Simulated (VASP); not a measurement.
# C (P6_3/mmc) in VASP: further runs

C is run at these levels: r2SCAN; tasks: single point.

Program: VASP 6.6.1. These are calculated values, not measurements. Logs are shortened: lines on timing, memory, paths and dates and some standing lists are left out, and cuts for length are marked.

### Step 1. The cell of the first run

It takes space group P6_3/mmc (No. 194, hexagonal). Conventional cell: a = 2.456 Å, b = 2.456 Å, c = 7.036 Å, α = 90.00°, β = 90.00°, γ = 120.00°. C (site symmetry -6m2) has 3 C at 1.42 Å within 1.9 Å. Within 1.9 Å of C (site symmetry -6m2) lie 3 C at 1.42 Å.

### Step 2. Single point, r2SCAN

File POSCAR:

```
C
1.0
    2.4558081771      0.0000000000      0.0000000000
   -1.2279040885      2.1267922682      0.0000000000
    0.0000000000      0.0000000000      7.0364269094
C
4
Direct
    0.0000000000      0.0000000000      0.2500000000
    0.0000000000      0.0000000000      0.7500000000
    0.3333333333      0.6666666667      0.2500000000
    0.6666666667      0.3333333333      0.7500000000
```

File INCAR.step1:

```
SYSTEM = C
PREC     = Accurate       ! precision mode
ENCUT    = 520            ! plane-wave cutoff, eV
ISMEAR   = 0              ! smearing method
SIGMA    = 0.1            ! smearing width, eV
LREAL    = .FALSE.        ! projectors in reciprocal space
LASPH    = .TRUE.         ! aspherical terms in the spheres
NELM     = 80             ! most SCF steps
NBANDS   = 16             ! bands
GGA      = PE             ! functional
ALGO     = Normal         ! electronic algorithm
EDIFF    = 1E-4           ! SCF threshold, eV
LWAVE    = .TRUE.         ! write WAVECAR
LCHARG   = .FALSE.        ! write CHGCAR
```

File INCAR.step2:

```
SYSTEM = C
PREC     = Accurate       ! precision mode
ENCUT    = 520            ! plane-wave cutoff, eV
EDIFF    = 1E-7           ! SCF threshold, eV
ISMEAR   = 0              ! smearing method
SIGMA    = 0.1            ! smearing width, eV
LREAL    = .FALSE.        ! projectors in reciprocal space
LASPH    = .TRUE.         ! aspherical terms in the spheres
NELM     = 80             ! most SCF steps
ALGO     = Normal         ! electronic algorithm
ISIF     = 2              ! what is computed and relaxed
LWAVE    = .FALSE.        ! write WAVECAR
LCHARG   = .FALSE.        ! write CHGCAR
METAGGA  = R2SCAN         ! meta-GGA
LMIXTAU  = .TRUE.       
NBANDS   = 16             ! bands
ISTART   = 1
```

File KPOINTS:

```
regular mesh
0
G
  18 18 6
  0 0 0
```

Potentials or basis: VASP PAW PBE potentials, release 64 (C).

On the command line:

```sh
cat potpaw_PBE.64/C/POTCAR > POTCAR
cp INCAR.step1 INCAR
mpirun -np 1 vasp_std > vasp.out
cp INCAR.step2 INCAR
mpirun -np 1 vasp_std > vasp.out
```

OUTCAR:

```text
SYSTEM = C
   PREC = Accurate
   ENCUT = 520
   EDIFF = 1E-7
   ISMEAR = 0
   LREAL = .FALSE.
   LASPH = .TRUE.
   NELM = 80
   ISIF = 2
   METAGGA = R2SCAN
   ISTART = 1

 ion  position               nearest neighbor table
   1  0.000  0.000  0.250-   3 1.42   3 1.42   3 1.42
   2  0.000  0.000  0.750-   4 1.42   4 1.42   4 1.42
   3  0.333  0.667  0.250-   1 1.42   1 1.42   1 1.42
   4  0.667  0.333  0.750-   2 1.42   2 1.42   2 1.42

  LATTYP: Found a hexagonal cell.
 ALAT       =     2.4558081771
 C/A-ratio  =     2.8652184544

  Lattice vectors:

 A1 = (   2.4558081771,   0.0000000000,   0.0000000000)
 A2 = (  -1.2279040885,   2.1267922682,   0.0000000000)
 A3 = (   0.0000000000,   0.0000000000,   7.0364269094)

Analysis of symmetry for initial positions (statically):
=====================================================================
 Subroutine PRICEL returns:
 Original cell was already a primitive cell.

 Routine SETGRP: Setting up the symmetry group for a
 hexagonal supercell.

 Subroutine GETGRP returns: Found 24 space group operations
 (whereof 12 operations were pure point group operations)
 out of a pool of 24 trial point group operations.

The static configuration has the point symmetry D_3d.
 The point group associated with its full space group is D_6h.

Analysis of symmetry for dynamics (positions and initial velocities):
=====================================================================
 Subroutine PRICEL returns:
 Original cell was already a primitive cell.

 Routine SETGRP: Setting up the symmetry group for a
 hexagonal supercell.

 Subroutine GETGRP returns: Found 24 space group operations
 (whereof 12 operations were pure point group operations)
 out of a pool of 24 trial point group operations.

The dynamic configuration has the point symmetry D_3d.
 The point group associated with its full space group is D_6h.

 Subroutine INISYM returns: Found 24 space group operations
 (whereof 12 operations are pure point group operations),
 and found     1 'primitive' translations

----------------------------------------------------------------------------------------

                                     Primitive cell

  volume of cell :      36.7512

  direct lattice vectors                    reciprocal lattice vectors
     2.455808177  0.000000000  0.000000000     0.407197927  0.235095833  0.000000000
    -1.227904089  2.126792268  0.000000000     0.000000000  0.470191666  0.000000000
     0.000000000  0.000000000  7.036426909     0.000000000  0.000000000  0.142117585

  length of vectors
     2.455808177  2.455808177  7.036426909     0.470191666  0.470191666  0.142117585

  position of ions in fractional coordinates (direct lattice)
     0.000000000  0.000000000  0.250000000
     0.000000000  0.000000000  0.750000000
     0.333333333  0.666666667  0.250000000
     0.666666667  0.333333333  0.750000000

  ion indices of the primitive-cell ions
   primitive index   ion index
                 1           1
                 2           2
                 3           3
                 4           4

----------------------------------------------------------------------------------------

 KPOINTS: regular mesh

Automatic generation of k-mesh.
 Grid dimensions read from file:
 generate k-points for:   18   18    6

 Generating k-lattice:

  Cartesian coordinates                     Fractional coordinates (reciprocal lattice)
     0.022622107  0.013060880  0.000000000     0.055555556  0.000000000  0.000000000
     0.000000000  0.026121759  0.000000000     0.000000000  0.055555556  0.000000000
     0.000000000  0.000000000  0.023686264     0.000000000  0.000000000  0.166666667

  Length of vectors
     0.026121759  0.026121759  0.023686264

  Shift w.r.t. Gamma in fractional coordinates (k-lattice)
     0.000000000  0.000000000  0.000000000

 Subroutine IBZKPT returns following result:
 ===========================================

 Found    148 irreducible k-points:

 Following reciprocal coordinates:
            Coordinates               Weight
  0.000000  0.000000  0.000000      1.000000
  0.055556 -0.000000  0.000000      6.000000
  0.111111 -0.000000  0.000000      6.000000
  0.166667 -0.000000  0.000000      6.000000
  0.222222 -0.000000  0.000000      6.000000
  0.277778 -0.000000  0.000000      6.000000
[... 16 lines left out ...]
  0.333333  0.111111  0.000000     12.000000
  0.388889  0.111111  0.000000     12.000000
 [... further k-points ...]
   k-points           NKPTS =    148   k-points in BZ     NKDIM =    148   number of bands    NBANDS=     16
   number of dos      NEDOS =    301   number of ions     NIONS =      4
   total plane-waves  NPLWV =  17496
   dimension x,y,z NGX =    18 NGY =   18 NGZ =   54
   dimension x,y,z NGXF=    36 NGYF=   36 NGZF=  108
   ions per type =               4
   NGX,Y,Z   is equivalent  to a cutoff of  12.19, 12.19, 12.76 a.u.
   NGXF,Y,Z  is equivalent  to a cutoff of  24.37, 24.37, 25.52 a.u.
 SYSTEM =  C
   PREC   = accura    normal or accurate (medium, high low for compatibility)
   ISTART =      1    job   : 0-new  1-cont  2-samecut
   ICHARG =      0    charge: 1-file 2-atom 10-const
   ISPIN  =      1    spin polarized calculation?
   LNONCOLLINEAR =      F non collinear calculations
   LSORBIT =      F    spin-orbit coupling
   LASPH  =      T    aspherical Exc in radial PAW
   ENCUT  =  520.0 eV  38.22 Ry    6.18 a.u.   4.57  4.57 13.08*2*pi/ulx,y,z
   NELM   =     80;   NELMIN=  2; NELMDL=  0     # of ELM steps
   EDIFF  = 0.1E-06   stopping-criterion for ELM
   LREAL  =      F    real-space projection
   EDIFFG = 0.1E-05   stopping-criterion for IOM
   NSW    =      0    number of steps for IOM
   IBRION =     -1    ionic relax: 0-MD 1-quasi-New 2-CG
   NFREE  =      0    steps in history (QN), initial steepest desc. (CG)
   ISIF   =      2    stress and relaxation
   ISYM   =      2    0-nonsym 1-usesym 2-fastsym
   POTIM  = 0.5000    time-step for ionic-motion
   TEBEG  =    0.0;   TEEND  =   0.0 temperature during run
   PSTRESS=    0.0 pullay stress
   NELECT =      16.0000    total number of electrons
   NUPDOWN=      -1.0000    fix difference up-down
   EMIN   =  10.00;   EMAX   =-10.00  energy-range for DOS
   EFERMI =   0.00;   METHOD = LEGACY
   ISMEAR =     0;   SIGMA  =   0.10  broadening in eV -4-tet -1-fermi 0-gaus
   EFERMI_NEDOS =   21; number of points for ismear=-14 and -15
   IALGO  =     38    algorithm
   IMIX   =      4    mixing-type and parameters
     AMIX     =   0.40;   BMIX     =  1.00
     AMIX_MAG =   1.60;   BMIX_MAG =  1.00
  volume/ion in A,a.u.               =       9.19        62.00
  Fermi-wavevector in a.u.,A,eV,Ry     =   1.240769  2.344713 20.946273  1.539508
  Thomas-Fermi vector in A             =   2.375195
   LORBIT       =      0    0 simple, 1 ext, 2 COOP (PROOUT), +10 PAW based schemes
   METAGGA = R2SCAN    functional components
   LHFCALC =     F    Hartree Fock is set to
   AEXX    =    0.0000 exact exchange contribution
   IVDW    =     0    specifies the selected vdW correction
   LEPSILON=     F    determine dielectric tensor
   LRPA    =     F    only Hartree local field effects (RPA)
 non-spin polarized calculation
 Gauss-broadening in eV      SIGMA  =   0.10
  energy-cutoff  :      520.00
  volume of cell :       36.75
 maximum number of plane-waves:      1016
   NGX =  9   NGY =  9   NGZ = 27

 number of electron      15.9999995 magnetization

 Free energy of the ion-electron system (eV)
  ---------------------------------------------------
  ext. energy  EPLUGINS =         0.00000000
  ---------------------------------------------------
  free energy    TOTEN  =       -39.75135831 eV

  energy without entropy =      -39.75054916  energy(sigma->0) =      -39.75095374

 E-fermi :   4.2768     XC(G=0): -10.8045

 val. band max:        4.2710252861   @ k =   0.3333   0.3333   0.1667
 cond. band min:       4.2809214466   @ k =   0.3333   0.3333   0.3333
 fundamental gap:      0.0098961605
 Fermi energy:         4.2767878357

 k-point     1 :       0.0000    0.0000    0.0000
  band No.  band energies     occupation
      1     -16.6608      2.00000
      2     -16.4579      2.00000
      3      -4.5815      2.00000
      4      -3.0073      2.00000
      5       1.0675      2.00000
      6       1.0675      2.00000
[... 8 lines left out ...]
     15      16.7293      0.00000
     16      16.8887      0.00000

 k-point     2 :       0.0556   -0.0000    0.0000
  band No.  band energies     occupation
      1     -16.5828      2.00000
      2     -16.3808      2.00000
      3      -4.4871      2.00000
      4      -2.9172      2.00000
      5       0.7424      2.00000
      6       0.7589      2.00000
[... 8 lines left out ...]
     15      16.4337      0.00000
     16      16.6080      0.00000

 k-point     3 :       0.1111   -0.0000    0.0000
  band No.  band energies     occupation
      1     -16.3489      2.00000
      2     -16.1497      2.00000
      3      -4.2047      2.00000
      4      -2.6482      2.00000
      5      -0.1471      2.00000
      6      -0.1192      2.00000
[... 8 lines left out ...]
     15      15.5958      0.00000
     16      15.8193      0.00000

 k-point     4 :       0.1667   -0.0000    0.0000
  band No.  band energies     occupation
      1     -15.9606      2.00000
      2     -15.7660      2.00000
      3      -3.7371      2.00000
      4      -2.2041      2.00000
      5      -1.4187      2.00000
      6      -1.3765      2.00000
[... 8 lines left out ...]
     15      15.7247      0.00000
     16      15.7582      0.00000
[... 324 lines left out ...]
 k-point    22 :       0.2778    0.1111    0.0000
  band No.  band energies     occupation
      1     -13.6726      2.00000
      2     -13.5046      2.00000
      3      -5.9559      2.00000
      4      -5.8734      2.00000
      5      -2.8065      2.00000
      6      -2.7617      2.00000
[... 8 lines left out ...]
     15      18.6512      0.00000
     16      19.5492      0.00000

 k-point    23 :       0.3333    0.1111    0.0000
  band No.  band energies     occupation
      1     -12.7128      2.00000
      2     -12.5567      2.00000
      3      -7.4256      2.00000
      4      -7.3274      2.00000
      5      -3.2029      2.00000
      6      -3.1546      2.00000
[... 8 lines left out ...]
     15      18.6436      0.00000
     16      19.5997      0.00000

 k-point    24 :       0.3889    0.1111    0.0000
  band No.  band energies     occupation
      1     -11.6589      2.00000
      2     -11.5209      2.00000
      3      -8.7942      2.00000
      4      -8.6878      2.00000
      5      -3.4430      2.00000
      6      -3.3930      2.00000
[... 8 lines left out ...]
     15      17.7101      0.00000
     16      18.9189      0.00000

 [... further k-points ...]

------------------------ aborting loop because EDIFF is reached ----------------------------------------

  FORCE on cell =-STRESS in cart. coord.  units (eV):
  Direction    XX          YY          ZZ          XY          YZ          ZX
  --------------------------------------------------------------------------------------
  -------------------------------------------------------------------------------------
  Total        0.2425335      0.2425335     -0.0141753      0.0000000     -0.0000000      0.0000000
  in kB       10.5733008     10.5733008     -0.6179732      0.0000000     -0.0000000      0.0000000
  external PRESSURE =       6.8428762 kB  Pullay stress =       0.0000000 kB

 VOLUME and BASIS-vectors are now :
 -----------------------------------------------------------------------------
  energy-cutoff  :      520.00
  volume of cell :       36.75
      direct lattice vectors                 reciprocal lattice vectors
     2.455808177  0.000000000  0.000000000     0.407197927  0.235095833  0.000000000
    -1.227904089  2.126792268  0.000000000     0.000000000  0.470191666  0.000000000
     0.000000000  0.000000000  7.036426909     0.000000000  0.000000000  0.142117585

 POSITION                                       TOTAL-FORCE (eV/Angst)
 -----------------------------------------------------------------------------------
      0.00000      0.00000      1.75911        -0.000000      0.000000      0.000000
      0.00000      0.00000      5.27732         0.000000     -0.000000      0.000000
     -0.00000      1.41786      1.75911         0.000000      0.000000     -0.000000
      1.22790      0.70893      5.27732         0.000000     -0.000000      0.000000
 -----------------------------------------------------------------------------------
    total drift:                                0.000000     -0.000000      0.000000

  FREE ENERGIE OF THE ION-ELECTRON SYSTEM (eV)
  ---------------------------------------------------
  free  energy   TOTEN  =       -39.7513583085 eV

  energy  without entropy=      -39.7505491624  energy(sigma->0) =      -39.75095374
```

It took 3.4 min on 1 thread of Intel Xeon Platinum 8488C (Sapphire Rapids), shared host; peak memory 0.18 GiB.

What came out:

| Item | Value |
| --- | --- |
| Free energy | -39.7514 eV |
| Pressure | 0.7 GPa |
| Band gap on the k mesh | zero (bands 8 and 9 overlap by 0.02 eV) |

Caveat: the PAW data sets were made with another functional, which shifts forces and pressure a little.

### Step 3. Single point, r2SCAN (biaxial strain in the a-b plane: -4.5 %, then relaxed in part)

File POSCAR:

```
C
1.0
    2.3452968091      0.0000000000      0.0000000000
   -1.1726484046      2.0310866161      0.0000000000
    0.0000000000      0.0000000000      6.9746694542
C
4
Direct
    0.0000000000      0.0000000000      0.2500000000
    0.0000000000      0.0000000000      0.7500000000
    0.3333333333      0.6666666667      0.2500000000
    0.6666666667      0.3333333333      0.7500000000
```

File INCAR.step1:

```
SYSTEM = C
ALGO = Normal
EDIFF = 1E-4
ENCUT = 520
GGA = PE
ISMEAR = 0
LASPH = .True.
LCHARG = .False.
LREAL = .False.
LWAVE = .True.
NBANDS = 16
NELM = 100
PREC = Accurate
SIGMA = 0.1
```

File INCAR.step2:

```
SYSTEM = C
ALGO = Normal
EDIFF = 1E-7
ENCUT = 520
ISIF = 2
ISMEAR = 0
ISTART = 1
LASPH = .True.
LCHARG = .False.
LMIXTAU = .True.
LREAL = .False.
LWAVE = .False.
METAGGA = R2SCAN
NBANDS = 16
NELM = 100
PREC = Accurate
SIGMA = 0.1
```

File KPOINTS:

```
k-points
0
Gamma
  24 24 8
  0 0 0
```

Potentials or basis: VASP PAW PBE potentials, release 64 (C).

On the command line:

```sh
cat potpaw_PBE.64/C/POTCAR > POTCAR
cp INCAR.step1 INCAR
mpirun -np 1 vasp_std > vasp.out
cp INCAR.step2 INCAR
mpirun -np 1 vasp_std > vasp.out
```

Run time: 6 min. Hardware: 1 thread of Intel Xeon Platinum 8488C (Sapphire Rapids), shared host; peak memory 0.23 GiB.

It converged, with:

| Item | Value |
| --- | --- |
| Free energy | -39.0870 eV |
| Pressure | 46.9 GPa |
| Band gap on the k mesh | zero (bands 8 and 9 overlap by 0.02 eV) |

Stress tensor (GPa, compression positive):
```
70.50  0.00  0.00
 0.00 70.50  0.00
 0.00  0.00 -0.17
```

Levels at points of the mesh, in eV from the Fermi level:
```csv
k point,band 4,band 5,band 6,band 7,band 8,band 9,band 10,band 11,band 12,band 13
"(0.00, 0.00, 0.00)",-8.32,-3.13,-3.13,-3.12,-3.12,3.51,9.58,9.68,9.68,9.71
"(0.50, 0.00, 0.00)",-15.01,-7.25,-7.22,-3.13,-2.59,1.63,2.29,9.11,9.41,11.79
"(0.00, 0.00, 0.50)",-9.16,-3.13,-3.13,-3.13,-3.13,5.95,5.95,9.69,9.69,9.69
"(0.50, 0.00, 0.50)",-15.04,-7.23,-7.23,-2.83,-2.83,1.82,1.82,9.25,9.25,13.37
```

Caveat: the cell differs from its parent crystal (biaxial strain in the a-b plane: -4.5 %, then relaxed in part); the cell stands under pressure; the PAW data sets were made with another functional, which shifts forces and pressure a little.

(Part 1 of 2 ends here.)
